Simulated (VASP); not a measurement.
# NaLi5 (Cm) in VASP: notebook, part 2 of 2

VASP 6.6.1. The steps go on from the part before.

## (3) Single point, PBE

This run uses another cell than the first one: it holds 12 atoms, not 6.

INCAR

```
  PREC = Accurate
  ENCUT = 520
  EDIFF = 1E-6
  ISMEAR = 0
  SIGMA = 0.2
  LREAL = F
  LASPH = T
  NELM = 60
  ALGO = Fast
  ISIF = 2
  LWAVE = F
  LCHARG = F
  GGA = PE
  NBANDS = 34
```

KPOINTS

```
regular mesh
0
Gamma
  6 6 2
```

POSCAR

```
NaLi5
1.0
    5.3192782000      0.0000000000      0.0000000000
    2.6596391000     -5.0476534000      0.0000000000
    0.0516050000      0.0000000000    -10.2897422000
Na Li
2 10
Direct
    0.0286040000      1.0000000000      0.9998655000
    0.0286040000      1.0000000000      0.4998655000
    0.3582520000      0.3386450000      0.9999005000
    0.3582520000      0.3386450000      0.4999005000
    0.6968970000      0.6613550000      0.9999005000
    0.6968970000      0.6613550000      0.4999005000
    0.3259610000      0.6420140000      0.7498950000
    0.3259610000      0.6420140000      0.2498950000
    0.9679750000      0.3579860000      0.7498950000
    0.9679750000      0.3579860000      0.2498950000
    0.6239050000      0.0000000000      0.7499130000
    0.6239050000      0.0000000000      0.2499130000
```

Potentials or basis: VASP PAW PBE potentials, release 64 (Na_pv, Li_sv).

Command:

```
> cat potpaw_PBE.64/Na_pv/POTCAR potpaw_PBE.64/Li_sv/POTCAR > POTCAR
> mpirun -np 1 vasp_std > vasp.out
```

OUTCAR:

```text
PREC = Accurate
   ENCUT = 520
   EDIFF = 1E-6
   ISMEAR = 0
   LREAL = F
   LASPH = T
   NELM = 60
   ISIF = 2
   GGA = PE

 ion  position               nearest neighbor table
   1  0.029  0.000  1.000-
   2  0.029  0.000  0.500-
   3  0.358  0.339  1.000-
   4  0.358  0.339  0.500-
   5  0.697  0.661  1.000-
   6  0.697  0.661  0.500-
   7  0.326  0.642  0.750-
   8  0.326  0.642  0.250-
   9  0.968  0.358  0.750-
  10  0.968  0.358  0.250-
  11  0.624  0.000  0.750-
  12  0.624  0.000  0.250-
[... 9 lines left out ...]
 A1 = (  -2.6596391000,  -5.0476534000,   0.0000000000)
 A2 = (  -2.6596391000,   5.0476534000,   0.0000000000)
 A3 = (   0.0516050000,   0.0000000000, -10.2897422000)

Analysis of symmetry for initial positions (statically):
=====================================================================
 Subroutine PRICEL returns following result:

  LATTYP: Found a base centered monoclinic cell.
 ALAT       =     5.3192782000
 B/A-ratio  =     1.8978715571
 C/A-ratio  =     0.9672244256
 COS(beta)  =    -0.0050151257

  Lattice vectors:

 A1 = (  -2.6596391000,  -5.0476534000,   0.0000000000)
 A2 = (  -2.6596391000,   5.0476534000,   0.0000000000)
 A3 = (   0.0258025000,   0.0000000000,  -5.1448711000)

   2 primitive cells build up your supercell.

 Routine SETGRP: Setting up the symmetry group for a
 base centered monoclinic supercell.

 Subroutine GETGRP returns: Found  2 space group operations
 (whereof  2 operations were pure point group operations)
 out of a pool of  4 trial point group operations.

The static configuration has the point symmetry C_1h.

Analysis of symmetry for dynamics (positions and initial velocities):
=====================================================================
 Subroutine PRICEL returns following result:

  LATTYP: Found a base centered monoclinic cell.
 ALAT       =     5.3192782000
 B/A-ratio  =     1.8978715571
 C/A-ratio  =     0.9672244256
 COS(beta)  =    -0.0050151257

  Lattice vectors:

 A1 = (  -2.6596391000,  -5.0476534000,   0.0000000000)
 A2 = (  -2.6596391000,   5.0476534000,   0.0000000000)
 A3 = (   0.0258025000,   0.0000000000,  -5.1448711000)

   2 primitive cells build up your supercell.

 Routine SETGRP: Setting up the symmetry group for a
 base centered monoclinic supercell.

 Subroutine GETGRP returns: Found  2 space group operations
 (whereof  2 operations were pure point group operations)
 out of a pool of  4 trial point group operations.

The dynamic configuration has the point symmetry C_1h.

 Subroutine INISYM returns: Found  2 space group operations
 (whereof  2 operations are pure point group operations),
 and found     2 'primitive' translations

----------------------------------------------------------------------------------------

[... 58 lines left out ...]
  0.166667  0.000000 -0.000000      4.000000
  0.333333 -0.000000 -0.000000      4.000000
  0.500000  0.000000  0.000000      2.000000
  0.000000  0.166667  0.000000      2.000000
  0.333333  0.166667 -0.000000      2.000000
[... 16 lines left out ...]
  0.000000  0.333333  0.500000      2.000000
 -0.333333  0.333333  0.500000      2.000000
 [... further k-points ...]
   k-points           NKPTS =     26   k-points in BZ     NKDIM =     26   number of bands    NBANDS=     34
   number of dos      NEDOS =    301   number of ions     NIONS =     12
   total plane-waves  NPLWV = 134400
   dimension x,y,z NGX =    40 NGY =   42 NGZ =   80
   dimension x,y,z NGXF=    80 NGYF=   84 NGZF=  160
   ions per type =               2  10
   NGX,Y,Z   is equivalent  to a cutoff of  12.50, 12.24, 12.93 a.u.
   NGXF,Y,Z  is equivalent  to a cutoff of  25.00, 24.48, 25.85 a.u.
 SYSTEM =  unknown system
   PREC   = accura    normal or accurate (medium, high low for compatibility)
   ISTART =      0    job   : 0-new  1-cont  2-samecut
   ICHARG =      2    charge: 1-file 2-atom 10-const
   ISPIN  =      1    spin polarized calculation?
   LNONCOLLINEAR =      F non collinear calculations
   LSORBIT =      F    spin-orbit coupling
   LASPH  =      T    aspherical Exc in radial PAW
   ENCUT  =  520.0 eV  38.22 Ry    6.18 a.u.   9.89 10.61 19.13*2*pi/ulx,y,z
   NELM   =     60;   NELMIN=  2; NELMDL= -5     # of ELM steps
   EDIFF  = 0.1E-05   stopping-criterion for ELM
   LREAL  =      F    real-space projection
   EDIFFG = 0.1E-04   stopping-criterion for IOM
   NSW    =      0    number of steps for IOM
   IBRION =     -1    ionic relax: 0-MD 1-quasi-New 2-CG
   NFREE  =      0    steps in history (QN), initial steepest desc. (CG)
   ISIF   =      2    stress and relaxation
   ISYM   =      2    0-nonsym 1-usesym 2-fastsym
   POTIM  = 0.5000    time-step for ionic-motion
   TEBEG  =    0.0;   TEEND  =   0.0 temperature during run
   PSTRESS=    0.0 pullay stress
   NELECT =      44.0000    total number of electrons
   NUPDOWN=      -1.0000    fix difference up-down
   EMIN   =  10.00;   EMAX   =-10.00  energy-range for DOS
   EFERMI =   0.00;   METHOD = LEGACY
   ISMEAR =     0;   SIGMA  =   0.20  broadening in eV -4-tet -1-fermi 0-gaus
   EFERMI_NEDOS =   21; number of points for ismear=-14 and -15
   IALGO  =     68    algorithm
   IMIX   =      4    mixing-type and parameters
     AMIX     =   0.40;   BMIX     =  1.00
     AMIX_MAG =   1.60;   BMIX_MAG =  1.00
  volume/ion in A,a.u.               =      23.02       155.37
  Fermi-wavevector in a.u.,A,eV,Ry     =   0.887381  1.676907 10.713841  0.787445
  Thomas-Fermi vector in A             =   2.008672
   LORBIT       =      0    0 simple, 1 ext, 2 COOP (PROOUT), +10 PAW based schemes
   GGA     = PE    functional components
   LHFCALC =     F    Hartree Fock is set to
   AEXX    =    0.0000 exact exchange contribution
   IVDW    =     0    specifies the selected vdW correction
   LEPSILON=     F    determine dielectric tensor
   LRPA    =     F    only Hartree local field effects (RPA)
 non-spin polarized calculation
 RMM-DIIS sequential band-by-band and
 Gauss-broadening in eV      SIGMA  =   0.20
  energy-cutoff  :      520.00
  volume of cell :      276.28
 maximum number of plane-waves:      7456
   NGX = 19   NGY = 21   NGZ = 39

 number of electron      44.0000022 magnetization

 Free energy of the ion-electron system (eV)
  ---------------------------------------------------
  ext. energy  EPLUGINS =         0.00000000
  ---------------------------------------------------
  free energy    TOTEN  =       -21.35695577 eV

  energy without entropy =      -21.23848023  energy(sigma->0) =      -21.29771800

 E-fermi :   0.5735     XC(G=0):  -6.9333

 val. band max:        0.5568485978   @ k =  -0.3333   0.1667   0.5000
 cond. band min:       0.5768636399   @ k =  -0.3333   0.1667   0.5000
 fundamental gap:      0.0200150421
 Fermi energy:         0.5735235681

 k-point     1 :       0.0000    0.0000    0.0000
  band No.  band energies     occupation
      1     -46.2345      2.00000
      2     -46.2340      2.00000
      3     -46.2285      2.00000
      4     -46.2285      2.00000
      5     -46.1845      2.00000
      6     -46.1839      2.00000
[... 877 lines left out ...]
     33       5.3028      0.00000
     34       5.3072      0.00000

 [... further k-points ...]

------------------------ aborting loop because EDIFF is reached ----------------------------------------

  FORCE on cell =-STRESS in cart. coord.  units (eV):
  Direction    XX          YY          ZZ          XY          YZ          ZX
  --------------------------------------------------------------------------------------
  -------------------------------------------------------------------------------------
  Total        0.2559036     -0.5462004      0.1457982      0.0000000      0.0000000      0.0100028
  in kB        1.4840220     -3.1674943      0.8455044      0.0000000      0.0000000      0.0580077
  external PRESSURE =      -0.2793226 kB  Pullay stress =       0.0000000 kB

 VOLUME and BASIS-vectors are now :
 -----------------------------------------------------------------------------
  energy-cutoff  :      520.00
  volume of cell :      276.28
      direct lattice vectors                 reciprocal lattice vectors
     5.319278200  0.000000000  0.000000000     0.187995431  0.099055930  0.000942833
     2.659639100 -5.047653400  0.000000000     0.000000000 -0.198111859  0.000000000
     0.051605000  0.000000000-10.289742200     0.000000000  0.000000000 -0.097184165

 POSITION                                       TOTAL-FORCE (eV/Angst)
 -----------------------------------------------------------------------------------
      0.20375      0.00000    -10.28836         0.001052      0.000000     -0.000547
      0.17795      0.00000     -5.14349         0.001052      0.000000     -0.000547
      2.85792     -1.70936    -10.28872        -0.003001     -0.005567     -0.000322
      2.83211     -1.70936     -5.14385        -0.003001     -0.005567     -0.000322
      5.51755     -3.33829    -10.28872        -0.003001      0.005567     -0.000322
      5.49175     -3.33829     -5.14385        -0.003001      0.005567     -0.000322
      3.48010     -3.24066     -7.71623        -0.000696     -0.001735      0.000883
      3.45430     -3.24066     -2.57136        -0.000696     -0.001735      0.000883
      6.13974     -1.80699     -7.71623        -0.000696      0.001735      0.000883
      6.11394     -1.80699     -2.57136        -0.000696      0.001735      0.000883
      3.35742      0.00000     -7.71641         0.006343      0.000000     -0.000575
      3.33162      0.00000     -2.57154         0.006343      0.000000     -0.000575
 -----------------------------------------------------------------------------------
    total drift:                                0.000661     -0.000006     -0.000399

  FREE ENERGIE OF THE ION-ELECTRON SYSTEM (eV)
  ---------------------------------------------------
  free  energy   TOTEN  =       -21.3569557748 eV

  energy  without entropy=      -21.2384802253  energy(sigma->0) =      -21.29771800
```

Wall time 13 min (1 thread of Intel Xeon 6975P-C (Granite Rapids), shared host); peak memory 0.44 GiB.

Results:

| Item | Value |
| --- | --- |
| Free energy | -21.3570 eV |
| Largest force | 0.006 eV/Å |
| Band gap on the k mesh | zero (bands 22 and 23 overlap by 2.05 eV) |

Forces in eV/Å, atoms in the order of the input:
```
Na   0.001  0.000 -0.001
Na   0.001  0.000 -0.001
Li  -0.003 -0.006  0.000
Li  -0.003 -0.006  0.000
Li  -0.003  0.006  0.000
Li  -0.003  0.006  0.000
Li  -0.001 -0.002  0.001
Li  -0.001 -0.002  0.001
Li  -0.001  0.002  0.001
Li  -0.001  0.002  0.001
Li   0.006  0.000 -0.001
Li   0.006  0.000 -0.001
```

Levels at points of the mesh, in eV from the Fermi level:
```csv
k point,band 20,band 21,band 22,band 23,band 24,band 25
"(0.00, 0.00, 0.00)",0.18,1.09,1.09,1.36,1.58,1.66
"(0.50, 0.00, 0.00)",-1.09,-0.96,-0.93,-0.11,0.48,0.49
"(0.00, 0.50, 0.00)",-1.27,-1.17,-1.09,0.09,1.03,1.28
"(0.00, 0.00, 0.50)",-1.02,1.32,1.32,1.37,1.37,1.51
"(0.50, 0.00, 0.50)",-1.84,0.09,0.09,0.29,0.29,0.45
"(0.00, 0.50, 0.50)",-2.03,0.07,0.07,0.29,0.29,0.39
```

Caveat: the cutoff is under 1.25 times the usual one of these potentials, so pressure, stress and relaxed cells hold a basis-set (Pulay) error.

## (4) Single point, PBE

INCAR

```
SYSTEM = NaLi5
ALGO = Fast ; EDIFF = 1E-6
ENCUT = 520 ; GGA = PE
ISIF = 2 ; ISMEAR = 0
LASPH = .TRUE. ; LCHARG = .FALSE.
LREAL = .FALSE. ; LWAVE = .FALSE.
NBANDS = 20 ; NELM = 80
PREC = Accurate ; SIGMA = 0.1
```

KPOINTS

```
k-points
0
G
  8 8 8
  0 0 0
```

POSCAR

```
NaLi5
1.0
    2.6596391000     -5.0476534000      0.0000000000
    2.6596391000      5.0476534000      0.0000000000
   -0.0258025000      0.0000000000      5.1448711000
Na Li
1 5
Direct
    0.0286040000      0.0286040000      0.0002690000
    0.6968970000      0.3582520000      0.0001990000
    0.3582520000      0.6968970000      0.0001990000
    0.9679750000      0.3259610000      0.5002100000
    0.3259610000      0.9679750000      0.5002100000
    0.6239050000      0.6239050000      0.5001740000
```

Command:

```
> cat potpaw_PBE.64/Na_pv/POTCAR potpaw_PBE.64/Li_sv/POTCAR > POTCAR
> mpirun -np 1 vasp_std > vasp.out
```

Wall time 8.9 min (1 thread of Intel Xeon 6975P-C (Granite Rapids), shared host); peak memory 0.45 GiB.

Results (log left out):

```yaml
Free_energy: -10.6496 eV
Largest_force: 0.003 eV/Å
Band_gap_on_the_k_mesh: zero (bands 11 and 12 overlap by 2.67 eV)
```

Forces on the atoms (eV/Å):
```
Na   0.000  0.000 -0.001
Li  -0.002  0.001  0.000
Li  -0.002 -0.001  0.000
Li   0.000 -0.002  0.001
Li   0.000  0.002  0.001
Li   0.003  0.000 -0.001
```

Levels at points of the mesh, in eV from the Fermi level:
| k point | band 9 | band 10 | band 11 | band 12 | band 13 | band 14 |
| --- | --- | --- | --- | --- | --- | --- |
| (0.00, 0.00, 0.00) | -3.54 | 0.18 | 1.09 | 1.09 | 1.36 | 1.93 |
| (0.50, 0.00, 0.00) | -2.22 | -2.11 | -0.11 | 0.49 | 1.54 | 2.05 |
| (0.50, 0.50, 0.00) | -2.39 | -2.29 | 0.09 | 1.28 | 1.64 | 1.94 |
| (0.00, 0.00, 0.50) | -2.47 | -2.32 | 1.58 | 1.66 | 2.06 | 2.23 |
| (0.50, 0.00, 0.50) | -1.11 | -1.09 | -0.96 | -0.93 | 0.48 | 0.63 |
| (0.50, 0.50, 0.50) | -1.29 | -1.27 | -1.18 | -1.09 | 1.03 | 1.30 |

Caveat: the cutoff is under 1.25 times the usual one of these potentials, so pressure, stress and relaxed cells hold a basis-set (Pulay) error.

## (5) Overview

```tsv
cell	k mesh	smearing	gap on the mesh (eV)	largest force (eV/Å)
a = 5.705, b = 5.705, c = 5.145 Å, angles 90.1, 90.1, 124.4°, 6 atoms, atomic positions A	4 × 4 × 4	gaussian 0.1 eV	none	0.01
a = 5.319, b = 5.705, c = 10.290 Å, angles 89.9, 89.7, 62.2°, 12 atoms, atomic positions B	6 × 6 × 2	gaussian 0.2 eV	none	0.01
a = 5.705, b = 5.705, c = 5.145 Å, angles 90.1, 90.1, 124.4°, 6 atoms, atomic positions A	8 × 8 × 8	gaussian 0.1 eV	none	-
```

Alike in all rows: task single point; level PBE; potentials or basis VASP PAW PBE potentials, release 64 (Na_pv, Li_sv); no spin polarisation; cutoff (eV) 520.

Caveats: the cutoff is under 1.25 times the usual one of these potentials, so pressure, stress and relaxed cells hold a basis-set (Pulay) error.

Total energies depend on the potentials used, so only differences within one code and one set of settings carry meaning.
